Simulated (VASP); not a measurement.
HC12, 26 atoms in the cell. The cell holds a slab with vacuum, 26 atoms: a = 5.051 Å, b = 5.051 Å, c = 22.375 Å, α = 90.00°, β = 90.00°, γ = 90.00°. 

* Program: VASP 6.6.1
* Task: single point
* Functional: PBE
* Potentials or basis: VASP PAW PBE potentials, release 64 (C, H)
* Cutoff: 520 eV
* k mesh: 5 × 5 × 1
* Occupations: gaussian, width 0.05 eV
* Spin: no spin polarisation
* Dipole correction: yes
* Further INCAR settings: LREAL = Auto; ALGO = Normal; EDIFF = 1e-07; NBANDS = 68

Potentials or basis: VASP PAW PBE potentials, release 64 (C, H).

Run with:

```sh
$ cat potpaw_PBE.64/C/POTCAR potpaw_PBE.64/H/POTCAR > POTCAR
$ mpirun -np 1 vasp_std > vasp.out
```

Hardware: 1 thread of Intel Xeon 8259CL (shared host).

Question: Estimate the wall time of this run.

Answer: Run time: 34 min on 1 thread of Intel Xeon 8259CL, on a shared host, peak memory 0.63 GiB. Counts: scf iterations 32, k points 9.
